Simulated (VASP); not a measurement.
# HfO2 (Fm-3m) in VASP: a series of runs

Runs on HfO2. Level: PBEsol. Tasks: single point.

Program: VASP 6.6.1. These are calculated values, not measurements. Logs are shortened: lines on timing, memory, paths and dates and some standing lists are left out, and cuts for length are marked.

### Step 1. The cell of the first run

The structure is cubic, space group Fm-3m (No. 225). The conventional cell has a = 5.011 Å, b = 5.011 Å, c = 5.011 Å, α = 90.00°, β = 90.00°, γ = 90.00°. Hf (site symmetry m-3m) has 8 O at 2.17 Å within 2.9 Å. Within 2.9 Å of O (site symmetry -43m) lie 4 Hf at 2.17 Å and 6 O at 2.51 Å.

### Step 2. Single point, PBEsol

Input file INCAR:

```
  PREC = Accurate
  ENCUT = 520
  EDIFF = 1E-6
  ISMEAR = 0
  SIGMA = 0.05
  LREAL = False
  LASPH = True
  NELM = 100
  ALGO = Normal
  ISIF = 2
  LWAVE = False
  LCHARG = False
  GGA = PS
  NBANDS = 18
```

Input file KPOINTS:

```
Automatic mesh
0
Gamma
  10 10 10
```

Input file POSCAR:

```
HfO2
1.0
    0.0000000000      2.5052914730      2.5052914730
    2.5052914730      0.0000000000      2.5052914730
    2.5052914730      2.5052914730      0.0000000000
Hf O
1 2
Direct
    0.0000000000      0.0000000000      0.0000000000
    0.2500000000      0.2500000000      0.2500000000
    0.7500000000      0.7500000000      0.7500000000
```

Potentials or basis: VASP PAW PBE potentials, release 64 (Hf_pv, O).

Started as:

```sh
cat potpaw_PBE.64/Hf_pv/POTCAR potpaw_PBE.64/O/POTCAR > POTCAR
mpirun -np 1 vasp_std > vasp.out
```

OUTCAR:

```text
PREC = Accurate
   ENCUT = 520
   EDIFF = 1E-6
   ISMEAR = 0
   LREAL = False
   LASPH = True
   NELM = 100
   ISIF = 2
   GGA = PS

 ion  position               nearest neighbor table
   1  0.000  0.000  0.000-   2 2.17   3 2.17   3 2.17   3 2.17   3 2.17   2 2.17   2 2.17   2 2.17

   2  0.250  0.250  0.250-   1 2.17   1 2.17   1 2.17   1 2.17
   3  0.750  0.750  0.750-   1 2.17   1 2.17   1 2.17   1 2.17

  LATTYP: Found a face centered cubic cell.
 ALAT       =     5.0105829460

  Lattice vectors:

 A1 = (   0.0000000000,   2.5052914730,   2.5052914730)
 A2 = (   2.5052914730,   0.0000000000,   2.5052914730)
 A3 = (   2.5052914730,   2.5052914730,   0.0000000000)

Analysis of symmetry for initial positions (statically):
=====================================================================
 Subroutine PRICEL returns:
 Original cell was already a primitive cell.

 Routine SETGRP: Setting up the symmetry group for a
 face centered cubic supercell.

 Subroutine GETGRP returns: Found 48 space group operations
 (whereof 48 operations were pure point group operations)
 out of a pool of 48 trial point group operations.

The static configuration has the point symmetry O_h .

Analysis of symmetry for dynamics (positions and initial velocities):
=====================================================================
 Subroutine PRICEL returns:
 Original cell was already a primitive cell.

 Routine SETGRP: Setting up the symmetry group for a
 face centered cubic supercell.

 Subroutine GETGRP returns: Found 48 space group operations
 (whereof 48 operations were pure point group operations)
 out of a pool of 48 trial point group operations.

The dynamic configuration has the point symmetry O_h .

 Subroutine INISYM returns: Found 48 space group operations
 (whereof 48 operations are pure point group operations),
 and found     1 'primitive' translations

----------------------------------------------------------------------------------------

                                     Primitive cell

  volume of cell :      31.4489

  direct lattice vectors                    reciprocal lattice vectors
     0.000000000  2.505291473  2.505291473    -0.199577576  0.199577576  0.199577576
     2.505291473  0.000000000  2.505291473     0.199577576 -0.199577576  0.199577576
     2.505291473  2.505291473  0.000000000     0.199577576  0.199577576 -0.199577576

  length of vectors
     3.543017179  3.543017179  3.543017179     0.345678502  0.345678502  0.345678502

  position of ions in fractional coordinates (direct lattice)
     0.000000000  0.000000000  0.000000000
     0.250000000  0.250000000  0.250000000
     0.750000000  0.750000000  0.750000000

  ion indices of the primitive-cell ions
   primitive index   ion index
                 1           1
                 2           2
                 3           3

----------------------------------------------------------------------------------------

 KPOINTS: Automatic mesh

Automatic generation of k-mesh.
 Grid dimensions read from file:
 generate k-points for:   10   10   10

 Generating k-lattice:

  Cartesian coordinates                     Fractional coordinates (reciprocal lattice)
    -0.019957758  0.019957758  0.019957758     0.100000000  0.000000000  0.000000000
     0.019957758 -0.019957758  0.019957758     0.000000000  0.100000000  0.000000000
     0.019957758  0.019957758 -0.019957758     0.000000000  0.000000000  0.100000000

  Length of vectors
     0.034567850  0.034567850  0.034567850

  Shift w.r.t. Gamma in fractional coordinates (k-lattice)
     0.000000000  0.000000000  0.000000000

 Subroutine IBZKPT returns following result:
 ===========================================

 Found     47 irreducible k-points:

 Following reciprocal coordinates:
            Coordinates               Weight
  0.000000  0.000000  0.000000      1.000000
  0.100000  0.000000  0.000000      8.000000
  0.200000  0.000000  0.000000      8.000000
  0.300000  0.000000  0.000000      8.000000
  0.400000  0.000000  0.000000      8.000000
  0.500000  0.000000  0.000000      4.000000
[... 16 lines left out ...]
  0.300000  0.300000  0.000000      6.000000
  0.400000  0.300000  0.000000     24.000000
 [... further k-points ...]
   k-points           NKPTS =     47   k-points in BZ     NKDIM =     47   number of bands    NBANDS=     18
   number of dos      NEDOS =    301   number of ions     NIONS =      3
   total plane-waves  NPLWV =  21952
   dimension x,y,z NGX =    28 NGY =   28 NGZ =   28
   dimension x,y,z NGXF=    56 NGYF=   56 NGZF=   56
   ions per type =               1   2
   NGX,Y,Z   is equivalent  to a cutoff of  13.14, 13.14, 13.14 a.u.
   NGXF,Y,Z  is equivalent  to a cutoff of  26.28, 26.28, 26.28 a.u.
 SYSTEM =  unknown system
   PREC   = accura    normal or accurate (medium, high low for compatibility)
   ISTART =      0    job   : 0-new  1-cont  2-samecut
   ICHARG =      2    charge: 1-file 2-atom 10-const
   ISPIN  =      1    spin polarized calculation?
   LNONCOLLINEAR =      F non collinear calculations
   LSORBIT =      F    spin-orbit coupling
   LASPH  =      T    aspherical Exc in radial PAW
   ENCUT  =  520.0 eV  38.22 Ry    6.18 a.u.   6.59  6.59  6.59*2*pi/ulx,y,z
   NELM   =    100;   NELMIN=  2; NELMDL= -5     # of ELM steps
   EDIFF  = 0.1E-05   stopping-criterion for ELM
   LREAL  =      F    real-space projection
   EDIFFG = 0.1E-04   stopping-criterion for IOM
   NSW    =      0    number of steps for IOM
   IBRION =     -1    ionic relax: 0-MD 1-quasi-New 2-CG
   NFREE  =      0    steps in history (QN), initial steepest desc. (CG)
   ISIF   =      2    stress and relaxation
   ISYM   =      2    0-nonsym 1-usesym 2-fastsym
   POTIM  = 0.5000    time-step for ionic-motion
   TEBEG  =    0.0;   TEEND  =   0.0 temperature during run
   PSTRESS=    0.0 pullay stress
   NELECT =      22.0000    total number of electrons
   NUPDOWN=      -1.0000    fix difference up-down
   EMIN   =  10.00;   EMAX   =-10.00  energy-range for DOS
   EFERMI =   0.00;   METHOD = LEGACY
   ISMEAR =     0;   SIGMA  =   0.05  broadening in eV -4-tet -1-fermi 0-gaus
   EFERMI_NEDOS =   21; number of points for ismear=-14 and -15
   IALGO  =     38    algorithm
   IMIX   =      4    mixing-type and parameters
     AMIX     =   0.40;   BMIX     =  1.00
     AMIX_MAG =   1.60;   BMIX_MAG =  1.00
  volume/ion in A,a.u.               =      10.48        70.74
  Fermi-wavevector in a.u.,A,eV,Ry     =   1.453274  2.746289 28.735572  2.112005
  Thomas-Fermi vector in A             =   2.570559
   LORBIT       =      0    0 simple, 1 ext, 2 COOP (PROOUT), +10 PAW based schemes
   GGA     = PS    functional components
   LHFCALC =     F    Hartree Fock is set to
   AEXX    =    0.0000 exact exchange contribution
   IVDW    =     0    specifies the selected vdW correction
   LEPSILON=     F    determine dielectric tensor
   LRPA    =     F    only Hartree local field effects (RPA)
 non-spin polarized calculation
 Gauss-broadening in eV      SIGMA  =   0.05
  energy-cutoff  :      520.00
  volume of cell :       31.45
 maximum number of plane-waves:       873
 NGX is ok and might be reduce to    28
   NGX = 13   NGY = 13   NGZ = 13

 number of electron      21.9999998 magnetization

 Free energy of the ion-electron system (eV)
  ---------------------------------------------------
  ext. energy  EPLUGINS =         0.00000000
  ---------------------------------------------------
  free energy    TOTEN  =       -31.63579691 eV

  energy without entropy =      -31.63579691  energy(sigma->0) =      -31.63579691

 E-fermi :   4.7057     XC(G=0): -12.2948

 val. band max:        4.4388742416   @ k =   0.5000   0.5000   0.0000
 cond. band min:       8.2007108913   @ k =   0.5000   0.5000   0.0000
 fundamental gap:      3.7618366497
 Fermi energy:         4.7056841752

 k-point     1 :       0.0000    0.0000    0.0000
  band No.  band energies     occupation
      1     -25.0280      2.00000
      2     -25.0280      2.00000
      3     -25.0280      2.00000
      4     -14.4752      2.00000
      5     -11.1930      2.00000
      6      -1.1853      2.00000
[... 10 lines left out ...]
     17      15.3095      0.00000
     18      18.2395      0.00000

 k-point     2 :       0.1000    0.0000    0.0000
  band No.  band energies     occupation
      1     -25.0819      2.00000
      2     -25.0338      2.00000
      3     -25.0338      2.00000
      4     -14.3237      2.00000
      5     -11.3192      2.00000
      6      -1.0822      2.00000
[... 10 lines left out ...]
     17      15.1100      0.00000
     18      18.1328      0.00000

 k-point     3 :       0.2000    0.0000    0.0000
  band No.  band energies     occupation
      1     -25.2182      2.00000
      2     -25.0487      2.00000
      3     -25.0487      2.00000
      4     -13.9332      2.00000
      5     -11.6082      2.00000
      6      -0.8081      2.00000
[... 10 lines left out ...]
     17      14.6924      0.00000
     18      17.6895      0.00000

 k-point     4 :       0.3000    0.0000    0.0000
  band No.  band energies     occupation
      1     -25.3782      2.00000
      2     -25.0671      2.00000
      3     -25.0671      2.00000
      4     -13.4874      2.00000
      5     -11.8633      2.00000
      6      -0.4678      2.00000
[... 375 lines left out ...]
      4     -13.2584      2.00000
      5     -12.0057      2.00000
      6      -0.7431      2.00000
[... 10 lines left out ...]
     17      14.8695      0.00000
     18      17.6900      0.00000

 k-point    23 :       0.3000    0.3000    0.0000
  band No.  band energies     occupation
      1     -25.4018      2.00000
      2     -25.1249      2.00000
      3     -25.1249      2.00000
      4     -12.9865      2.00000
      5     -12.1903      2.00000
      6      -0.6579      2.00000
[... 10 lines left out ...]
     17      13.5346      0.00000
     18      18.0870      0.00000

 k-point    24 :       0.4000    0.3000    0.0000
  band No.  band energies     occupation
      1     -25.4697      2.00000
      2     -25.1620      2.00000
      3     -25.1418      2.00000
      4     -12.6319      2.00000
      5     -12.3478      2.00000
      6      -1.2728      2.00000
[... 10 lines left out ...]
     17      14.8961      0.00000
     18      18.1079      0.00000

 [... further k-points ...]
[... 5 lines left out ...]
  --------------------------------------------------------------------------------------
  -------------------------------------------------------------------------------------
  Total        0.3112840      0.3112840      0.3112840      0.0000000     -0.0000000     -0.0000000
  in kB       15.8585197     15.8585197     15.8585197      0.0000000     -0.0000000     -0.0000000
  external PRESSURE =      15.8585197 kB  Pullay stress =       0.0000000 kB

 VOLUME and BASIS-vectors are now :
 -----------------------------------------------------------------------------
  energy-cutoff  :      520.00
  volume of cell :       31.45
      direct lattice vectors                 reciprocal lattice vectors
     0.000000000  2.505291473  2.505291473    -0.199577576  0.199577576  0.199577576
     2.505291473  0.000000000  2.505291473     0.199577576 -0.199577576  0.199577576
     2.505291473  2.505291473  0.000000000     0.199577576  0.199577576 -0.199577576

 POSITION                                       TOTAL-FORCE (eV/Angst)
 -----------------------------------------------------------------------------------
      0.00000      0.00000      0.00000        -0.000000     -0.000000      0.000000
      1.25265      1.25265      1.25265         0.000000      0.000000     -0.000000
      3.75794      3.75794      3.75794        -0.000000     -0.000000      0.000000
 -----------------------------------------------------------------------------------
    total drift:                                0.000000      0.000000      0.000000

  FREE ENERGIE OF THE ION-ELECTRON SYSTEM (eV)
  ---------------------------------------------------
  free  energy   TOTEN  =       -31.6357969105 eV

  energy  without entropy=      -31.6357969105  energy(sigma->0) =      -31.63579691
```

Run time: 26 s. Hardware: 1 thread of Intel Xeon Platinum 8375C at 2.90GHz (Ice Lake), shared host; peak memory 0.17 GiB.

Results:

```
Free energy            : -31.6358 eV
Pressure               : 1.6 GPa
Band gap on the k mesh : 3.76 eV, direct
```

Levels at points of the mesh, in eV from the valence-band top:
| k point | band 9 | band 10 | band 11 | band 12 | band 13 | band 14 |
| --- | --- | --- | --- | --- | --- | --- |
| (0.00, 0.00, 0.00) | -0.63 | -0.63 | -0.63 | 3.86 | 3.86 | 5.93 |
| (0.50, 0.00, 0.00) | -2.86 | -1.89 | -1.89 | 4.65 | 4.65 | 7.29 |
| (0.50, 0.50, 0.00) | -1.61 | -1.61 | 0.00 | 3.76 | 5.62 | 6.92 |

Caveat: the PAW data sets were made with another functional, which shifts forces and pressure a little; spin-orbit coupling is left out, which moves the levels of the heavy elements.

### Step 3. Single point, PBEsol

This run uses another cell than the first one, of 11.15 Å³/atom, 1.064 times its volume.

Input file INCAR:

```
PREC     = Accurate       # precision mode
ENCUT    = 520            # plane-wave cutoff, eV
EDIFF    = 1E-6           # SCF threshold, eV
ISMEAR   = 0              # smearing method
SIGMA    = 0.05           # smearing width, eV
LREAL    = False          # projectors in reciprocal space
LASPH    = True           # aspherical terms in the spheres
NELM     = 60             # most SCF steps
ALGO     = Normal         # electronic algorithm
ISIF     = 2              # what is computed and relaxed
LWAVE    = False          # write WAVECAR
LCHARG   = False          # write CHGCAR
GGA      = PS             # functional
NBANDS   = 18             # bands
```

Input file KPOINTS:

```
regular mesh
0
Gamma
  10 10 10
```

Input file POSCAR:

```
HfO2
1.0
    0.0000000000      2.5575000000      2.5575000000
    2.5575000000      0.0000000000      2.5575000000
    2.5575000000      2.5575000000      0.0000000000
Hf O
1 2
Direct
    0.0000000000      0.0000000000      0.0000000000
    0.2500000000      0.2500000000      0.2500000000
    0.7500000000      0.7500000000      0.7500000000
```

Potentials or basis: VASP PAW PBE potentials, release 64 (Hf_pv, O).

Started as:

```sh
cat potpaw_PBE.64/Hf_pv/POTCAR potpaw_PBE.64/O/POTCAR > POTCAR
mpirun -np 1 vasp_std > vasp.out
```

OUTCAR:

```text
PREC = Accurate
   ENCUT = 520
   EDIFF = 1E-6
   ISMEAR = 0
   LREAL = False
   LASPH = True
   NELM = 60
   ISIF = 2
   GGA = PS

 ion  position               nearest neighbor table
   1  0.000  0.000  0.000-   3 2.21   3 2.21   3 2.21   2 2.21   3 2.21   2 2.21   2 2.21   2 2.21

   2  0.250  0.250  0.250-   1 2.21   1 2.21   1 2.21   1 2.21
   3  0.750  0.750  0.750-   1 2.21   1 2.21   1 2.21   1 2.21

  LATTYP: Found a face centered cubic cell.
 ALAT       =     5.1150000000

  Lattice vectors:

[... 677 lines left out ...]
      6      -1.4761      2.00000
[... 10 lines left out ...]
     17      13.8130      0.00000
     18      17.1328      0.00000

 [... further k-points ...]
[... 5 lines left out ...]
  --------------------------------------------------------------------------------------
  -------------------------------------------------------------------------------------
  Total       -2.8288234     -2.8288234     -2.8288234     -0.0000000      0.0000000     -0.0000000
  in kB     -135.4688680   -135.4688680   -135.4688680     -0.0000000      0.0000000     -0.0000000
  external PRESSURE =    -135.4688680 kB  Pullay stress =       0.0000000 kB

 VOLUME and BASIS-vectors are now :
 -----------------------------------------------------------------------------
  energy-cutoff  :      520.00
  volume of cell :       33.46
      direct lattice vectors                 reciprocal lattice vectors
     0.000000000  2.557500000  2.557500000    -0.195503421  0.195503421  0.195503421
     2.557500000  0.000000000  2.557500000     0.195503421 -0.195503421  0.195503421
     2.557500000  2.557500000  0.000000000     0.195503421  0.195503421 -0.195503421

 POSITION                                       TOTAL-FORCE (eV/Angst)
 -----------------------------------------------------------------------------------
      0.00000      0.00000      0.00000         0.000000     -0.000000      0.000000
      1.27875      1.27875      1.27875         0.000000      0.000000      0.000000
      3.83625      3.83625      3.83625        -0.000000     -0.000000     -0.000000
 -----------------------------------------------------------------------------------
    total drift:                                0.000000      0.000000      0.000000

  FREE ENERGIE OF THE ION-ELECTRON SYSTEM (eV)
  ---------------------------------------------------
  free  energy   TOTEN  =       -31.5586137852 eV

  energy  without entropy=      -31.5586137852  energy(sigma->0) =      -31.55861379
```

OSZICAR:

```text
N       E                     dE             d eps       ncg     rms          rms(c)
DAV:   1     0.874758892013E+02    0.87476E+02   -0.12649E+04  1692   0.120E+03
DAV:   2    -0.329820213718E+02   -0.12046E+03   -0.11659E+03  2226   0.283E+02
DAV:   3    -0.368429458445E+02   -0.38609E+01   -0.38486E+01  1938   0.448E+01
DAV:   4    -0.368645018331E+02   -0.21556E-01   -0.21552E-01  2080   0.378E+00
DAV:   5    -0.368646403827E+02   -0.13855E-03   -0.13855E-03  1908   0.280E-01    0.464E+01
DAV:   6    -0.317584141095E+02    0.51062E+01   -0.18615E+01  1734   0.302E+01    0.404E+01
DAV:   7    -0.316168426028E+02    0.14157E+00   -0.67172E-01  1924   0.673E+00    0.281E+01
DAV:   8    -0.315832400567E+02    0.33603E-01   -0.32877E-01  1844   0.505E+00    0.898E+00
DAV:   9    -0.315586438148E+02    0.24596E-01   -0.69414E-02  1780   0.223E+00    0.286E+00
DAV:  10    -0.315586106297E+02    0.33185E-04   -0.31102E-03  1980   0.418E-01    0.132E-01
DAV:  11    -0.315586089779E+02    0.16518E-05   -0.16222E-04  1834   0.104E-01    0.178E-01
DAV:  12    -0.315586133781E+02   -0.44002E-05   -0.19506E-05  1894   0.309E-02    0.105E-02
DAV:  13    -0.315586137852E+02   -0.40707E-06   -0.60549E-07  1548   0.606E-03
   1 F= -.31558614E+02 E0= -.31558614E+02  d E =-.222468E-16
```

stdout:

```text
POSCAR found type information on POSCAR HfO
 POSCAR found :  2 types and       3 ions
 scaLAPACK will be used
 -----------------------------------------------------------------------------
|                                                                             |
|                                                                             |
|     You enforced a specific xc type in the INCAR file but a different       |
|     I HOPE YOU KNOW WHAT YOU ARE DOING!                                     |
|                                                                             |
 -----------------------------------------------------------------------------

 LDA part: xc-table for (Slater+PW92), standard interpolation
 POSCAR, INCAR and KPOINTS ok, starting setup
 FFT: planning ... GRIDC
 FFT: planning ... GRID_SOFT
 FFT: planning ... GRID
 WAVECAR not read
 entering main loop
```

Run time: 29 s. Hardware: 1 thread of Intel Xeon Platinum 8375C at 2.90GHz (Ice Lake), shared host; peak memory 0.17 GiB.

What came out:

- Free energy: -31.5586 eV
- Pressure: -13.5 GPa
- Band gap on the k mesh: 3.60 eV, direct

Levels at points of the mesh, in eV from the valence-band top:
| k point | band 7 | band 8 | band 9 | band 10 | band 11 | band 12 | band 13 | band 14 | band 15 | band 16 |
| --- | --- | --- | --- | --- | --- | --- | --- | --- | --- | --- |
| (0.00, 0.00, 0.00) | -5.24 | -5.24 | -0.60 | -0.60 | -0.60 | 3.72 | 3.72 | 5.44 | 10.09 | 10.09 |
| (0.50, 0.00, 0.00) | -4.23 | -3.05 | -2.72 | -1.82 | -1.82 | 4.43 | 4.43 | 6.71 | 8.75 | 9.08 |
| (0.50, 0.50, 0.00) | -3.44 | -3.44 | -1.50 | -1.50 | 0.00 | 3.60 | 5.29 | 6.36 | 7.90 | 7.90 |

Caveat: the PAW data sets were made with another functional, which shifts forces and pressure a little; spin-orbit coupling is left out, which moves the levels of the heavy elements.

(Continued in part 2 of 3.)
